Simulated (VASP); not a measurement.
# CdAu2S2 (P4/mmm) in VASP: single point with PBE

Aim: the single point of CdAu2S2 with PBE.

All numbers are computed with VASP 6.6.1; they aren't measurements. Logs are shortened: lines on timing, memory, paths and dates and some standing lists are left out, and cuts for length are marked.

## Step 1: The cell of the first run

It takes space group P4/mmm (No. 123, tetragonal). The conventional cell has a = 5.524 Å, b = 5.524 Å, c = 4.339 Å, α = 90.00°, β = 90.00°, γ = 90.00°. Cd (site symmetry 4/mmm) has 4 S at 2.76 Å and 8 Au at 3.51 Å within 3.6 Å. S (site symmetry mmm) has 2 Au at 2.17 Å and 2 Cd at 2.76 Å within 2.9 Å. Within 2.9 Å of Au (site symmetry mmm) lie 2 S at 2.17 Å.

The cell was built from a structure type or drawn by symmetry, and may not be a known phase.

## Step 2: Single point, PBE, collinear spin

Contents of INCAR:

```
SYSTEM = CdAu2S2
PREC     = Accurate       ! precision mode
ENCUT    = 520            ! plane-wave cutoff, eV
EDIFF    = 1E-6           ! SCF threshold, eV
ISMEAR   = 0              ! smearing method
SIGMA    = 0.1            ! smearing width, eV
LREAL    = .False.        ! projectors in reciprocal space
LASPH    = .True.         ! aspherical terms in the spheres
NELM     = 150            ! most SCF steps
ALGO     = Normal         ! electronic algorithm
ISIF     = 2              ! what is computed and relaxed
LWAVE    = .False.        ! write WAVECAR
LCHARG   = .False.        ! write CHGCAR
ISPIN    = 2              ! spin polarisation
MAGMOM   = 0 0 0 1 1      ! initial moments
LORBIT   = 11             ! projections on sites
LMAXMIX  = 4              ! l up to which the mixer works
GGA      = PE             ! functional
NBANDS   = 35             ! bands
```

Contents of KPOINTS:

```
regular mesh
0
Gamma
  4 4 4
  0 0 0
```

Contents of POSCAR:

```
CdAu2S2
1.0
    5.5242512300      0.0000000000      0.0000000000
    0.0000000000      5.5242512300      0.0000000000
    0.0000000000      0.0000000000      4.3385157200
Cd S Au
1 2 2
Direct
    0.0000000000      0.0000000000      0.5000000000
    0.0000000000      0.5000000000      0.5000000000
    0.5000000000      0.0000000000      0.5000000000
    0.0000000000      0.5000000000      0.0000000000
    0.5000000000      0.0000000000      0.0000000000
```

Potentials or basis: VASP PAW PBE potentials, release 64 (Cd, S, Au).

Started as:

```bash
> cat potpaw_PBE.64/Cd/POTCAR potpaw_PBE.64/S/POTCAR potpaw_PBE.64/Au/POTCAR > POTCAR
> mpirun -np 1 vasp_std > vasp.out
```

OUTCAR:

```text
SYSTEM = CdAu2S2
   PREC = Accurate
   ENCUT = 520
   EDIFF = 1E-6
   ISMEAR = 0
   LREAL = .False.
   LASPH = .True.
   NELM = 150
   ISIF = 2
   ISPIN = 2
   LORBIT = 11
   GGA = PE

 ion  position               nearest neighbor table
   1  0.000  0.000  0.500-   2 2.76   3 2.76   2 2.76   3 2.76   4 3.51   5 3.51   4 3.51   4 3.51
                             4 3.51   5 3.51   5 3.51   5 3.51
   2  0.000  0.500  0.500-   4 2.17   4 2.17   1 2.76   1 2.76
   3  0.500  0.000  0.500-   5 2.17   5 2.17   1 2.76   1 2.76
   4  0.000  0.500  0.000-   2 2.17   2 2.17   1 3.51   1 3.51   1 3.51   1 3.51
   5  0.500  0.000  0.000-   3 2.17   3 2.17   1 3.51   1 3.51   1 3.51   1 3.51

  LATTYP: Found a simple tetragonal cell.
 ALAT       =     5.5242512300
 C/A-ratio  =     0.7853581489

  Lattice vectors:

 A1 = (   5.5242512300,   0.0000000000,   0.0000000000)
 A2 = (   0.0000000000,   5.5242512300,   0.0000000000)
 A3 = (   0.0000000000,   0.0000000000,   4.3385157200)

Analysis of symmetry for initial positions (statically):
=====================================================================
 Subroutine PRICEL returns:
 Original cell was already a primitive cell.

 Routine SETGRP: Setting up the symmetry group for a
 simple tetragonal supercell.

 Subroutine GETGRP returns: Found 16 space group operations
 (whereof 16 operations were pure point group operations)
 out of a pool of 16 trial point group operations.

The static configuration has the point symmetry D_4h.

Analysis of symmetry for dynamics (positions and initial velocities):
=====================================================================
 Subroutine PRICEL returns:
 Original cell was already a primitive cell.

 Routine SETGRP: Setting up the symmetry group for a
 simple tetragonal supercell.

 Subroutine GETGRP returns: Found 16 space group operations
 (whereof 16 operations were pure point group operations)
 out of a pool of 16 trial point group operations.

The dynamic configuration has the point symmetry D_4h.

Analysis of structural, dynamic, and magnetic symmetry:
=====================================================================
 Subroutine PRICEL returns:
 Original cell was already a primitive cell.

 Routine SETGRP: Setting up the symmetry group for a
 simple tetragonal supercell.

 Subroutine GETGRP returns: Found 16 space group operations
 (whereof 16 operations were pure point group operations)
 out of a pool of 16 trial point group operations.

The overall configuration has the point symmetry D_4h.

 Subroutine INISYM returns: Found 16 space group operations
 (whereof 16 operations are pure point group operations),
 and found     1 'primitive' translations

----------------------------------------------------------------------------------------

                                     Primitive cell

  volume of cell :     132.4000

  direct lattice vectors                    reciprocal lattice vectors
     5.524251230  0.000000000  0.000000000     0.181020008  0.000000000  0.000000000
     0.000000000  5.524251230  0.000000000     0.000000000  0.181020008  0.000000000
     0.000000000  0.000000000  4.338515720     0.000000000  0.000000000  0.230493575

  length of vectors
     5.524251230  5.524251230  4.338515720     0.181020008  0.181020008  0.230493575

  position of ions in fractional coordinates (direct lattice)
     0.000000000  0.000000000  0.500000000
     0.000000000  0.500000000  0.500000000
     0.500000000  0.000000000  0.500000000
     0.000000000  0.500000000  0.000000000
     0.500000000  0.000000000  0.000000000

  ion indices of the primitive-cell ions
   primitive index   ion index
                 1           1
                 2           2
                 3           3
                 4           4
                 5           5

----------------------------------------------------------------------------------------

 KPOINTS: regular mesh

Automatic generation of k-mesh.
 Grid dimensions read from file:
 generate k-points for:    4    4    4

 Generating k-lattice:

  Cartesian coordinates                     Fractional coordinates (reciprocal lattice)
[... 22 lines left out ...]
  0.500000  0.500000  0.000000      1.000000
[... 10 lines left out ...]
  0.500000  0.250000  0.500000      4.000000
  0.500000  0.500000  0.500000      1.000000
   k-points           NKPTS =     18   k-points in BZ     NKDIM =     18   number of bands    NBANDS=     35
   number of dos      NEDOS =    301   number of ions     NIONS =      5
   total plane-waves  NPLWV =  56448
   dimension x,y,z NGX =    42 NGY =   42 NGZ =   32
   dimension x,y,z NGXF=    84 NGYF=   84 NGZF=   64
   ions per type =               1   2   2
   NGX,Y,Z   is equivalent  to a cutoff of  12.64, 12.64, 12.26 a.u.
   NGXF,Y,Z  is equivalent  to a cutoff of  25.28, 25.28, 24.52 a.u.
 SYSTEM =  CdAu2S2
   PREC   = accura    normal or accurate (medium, high low for compatibility)
   ISTART =      0    job   : 0-new  1-cont  2-samecut
   ICHARG =      2    charge: 1-file 2-atom 10-const
   ISPIN  =      2    spin polarized calculation?
   LNONCOLLINEAR =      F non collinear calculations
   LSORBIT =      F    spin-orbit coupling
   LASPH  =      T    aspherical Exc in radial PAW
   ENCUT  =  520.0 eV  38.22 Ry    6.18 a.u.  10.27 10.27  8.07*2*pi/ulx,y,z
   NELM   =    150;   NELMIN=  2; NELMDL= -5     # of ELM steps
   EDIFF  = 0.1E-05   stopping-criterion for ELM
   LREAL  =      F    real-space projection
   EDIFFG = 0.1E-04   stopping-criterion for IOM
   NSW    =      0    number of steps for IOM
   IBRION =     -1    ionic relax: 0-MD 1-quasi-New 2-CG
   NFREE  =      0    steps in history (QN), initial steepest desc. (CG)
   ISIF   =      2    stress and relaxation
   ISYM   =      2    0-nonsym 1-usesym 2-fastsym
   POTIM  = 0.5000    time-step for ionic-motion
   TEBEG  =    0.0;   TEEND  =   0.0 temperature during run
   PSTRESS=    0.0 pullay stress
   NELECT =      46.0000    total number of electrons
   NUPDOWN=      -1.0000    fix difference up-down
   EMIN   =  10.00;   EMAX   =-10.00  energy-range for DOS
   EFERMI =   0.00;   METHOD = LEGACY
   ISMEAR =     0;   SIGMA  =   0.10  broadening in eV -4-tet -1-fermi 0-gaus
   EFERMI_NEDOS =   21; number of points for ismear=-14 and -15
   IALGO  =     38    algorithm
   IMIX   =      4    mixing-type and parameters
     AMIX     =   0.40;   BMIX     =  1.00
     AMIX_MAG =   1.60;   BMIX_MAG =  1.00
  volume/ion in A,a.u.               =      26.48       178.70
  Fermi-wavevector in a.u.,A,eV,Ry     =   1.150884  2.174855 18.021369  1.324533
  Thomas-Fermi vector in A             =   2.287545
   LORBIT       =     11    0 simple, 1 ext, 2 COOP (PROOUT), +10 PAW based schemes
   GGA     = PE    functional components
   LHFCALC =     F    Hartree Fock is set to
   AEXX    =    0.0000 exact exchange contribution
   IVDW    =     0    specifies the selected vdW correction
   LEPSILON=     F    determine dielectric tensor
   LRPA    =     F    only Hartree local field effects (RPA)
 spin polarized calculation
 Gauss-broadening in eV      SIGMA  =   0.10
  energy-cutoff  :      520.00
  volume of cell :      132.40
 maximum number of plane-waves:      3592
 NGX is ok and might be reduce to    42
   NGX = 21   NGY = 21   NGZ = 17

 number of electron      46.0000003 magnetization       0.0020498

 number of electron      46.0000003 magnetization      -0.0000391

 Free energy of the ion-electron system (eV)
  ---------------------------------------------------
  ext. energy  EPLUGINS =         0.00000000
  ---------------------------------------------------
  free energy    TOTEN  =       -14.14735987 eV

  energy without entropy =      -14.13707284  energy(sigma->0) =      -14.14221635

 E-fermi :   3.2305     XC(G=0):  -9.0391

 val. band max:        3.1907577697   @ k =   0.0000   0.0000   0.5000
 cond. band min:       3.2627355427   @ k =   0.5000   0.5000   0.5000
 fundamental gap:      0.0719777730
 Fermi energy:         3.2305050679

 spin component 1

 k-point     1 :       0.0000    0.0000    0.0000
  band No.  band energies     occupation
      1     -11.5242      1.00000
      2     -11.2177      1.00000
      3      -5.7446      1.00000
      4      -5.7139      1.00000
      5      -5.7139      1.00000
      6      -5.6107      1.00000
[... 673 lines left out ...]
     34      11.7904      0.00000
     35      11.8941      0.00000
 Fermi energy:         3.2305050679

 spin component 2

 k-point     1 :       0.0000    0.0000    0.0000
  band No.  band energies     occupation
      1     -11.5242      1.00000
      2     -11.2177      1.00000
      3      -5.7446      1.00000
      4      -5.7139      1.00000
      5      -5.7139      1.00000
      6      -5.6107      1.00000
[... 673 lines left out ...]
     34      11.7904      0.00000
     35      11.8941      0.00000

------------------------ aborting loop because EDIFF is reached ----------------------------------------

  FORCE on cell =-STRESS in cart. coord.  units (eV):
  Direction    XX          YY          ZZ          XY          YZ          ZX
  --------------------------------------------------------------------------------------
  -------------------------------------------------------------------------------------
  Total       -0.6842310     -0.6842310     17.3974301      0.0000000      0.0000000      0.0000000
  in kB       -8.2799048     -8.2799048    210.5269339      0.0000000      0.0000000      0.0000000
  external PRESSURE =      64.6557081 kB  Pullay stress =       0.0000000 kB

 VOLUME and BASIS-vectors are now :
 -----------------------------------------------------------------------------
  energy-cutoff  :      520.00
  volume of cell :      132.40
      direct lattice vectors                 reciprocal lattice vectors
     5.524251230  0.000000000  0.000000000     0.181020008  0.000000000  0.000000000
     0.000000000  5.524251230  0.000000000     0.000000000  0.181020008  0.000000000
     0.000000000  0.000000000  4.338515720     0.000000000  0.000000000  0.230493575

 POSITION                                       TOTAL-FORCE (eV/Angst)
 -----------------------------------------------------------------------------------
      0.00000      0.00000      2.16926         0.000000      0.000000      0.000000
      0.00000      2.76213      2.16926         0.000000      0.000000      0.000000
      2.76213      0.00000      2.16926         0.000000      0.000000      0.000000
      0.00000      2.76213      0.00000         0.000000      0.000000      0.000000
      2.76213      0.00000      0.00000         0.000000      0.000000      0.000000
 -----------------------------------------------------------------------------------
    total drift:                                0.000000      0.000000     -0.000000

  FREE ENERGIE OF THE ION-ELECTRON SYSTEM (eV)
  ---------------------------------------------------
  free  energy   TOTEN  =       -14.1473598687 eV

  energy  without entropy=      -14.1370728408  energy(sigma->0) =      -14.14221635

 total charge

# of ion       s       p       d       tot
------------------------------------------
    1        0.442   0.184   9.559  10.184
    2        1.318   2.409   0.000   3.727
    3        1.318   2.409   0.000   3.727
    4        0.640   0.364   8.819   9.824
    5        0.640   0.364   8.819   9.824
--------------------------------------------------
tot          4.358   5.731  27.197  37.286

 magnetization (x)

# of ion       s       p       d       tot
------------------------------------------
    1       -0.000  -0.000   0.000  -0.000
    2       -0.000   0.000   0.000   0.000
    3       -0.000   0.000   0.000   0.000
    4       -0.000  -0.000   0.000  -0.000
    5       -0.000  -0.000   0.000  -0.000
--------------------------------------------------
tot         -0.000   0.000   0.000  -0.000
```

Wall time 2.6 min (1 thread of Intel Xeon Platinum 8488C (Sapphire Rapids), shared host); peak memory 0.34 GiB.

Results:

- Free energy: -14.1474 eV
- Pressure: 6.5 GPa
- Band gap on the k mesh: zero (filled and empty bands overlap)
- Net moment: 0.00 μB per cell
- Valence electrons inside the program's atomic spheres: Cd 10.18; S 3.73; Au 9.82

Caveat: the k points lie up to 0.36 Å⁻¹ apart, too coarse for converged energies and pressures of a metal; spin-orbit coupling is left out, which moves the levels of the heavy elements.
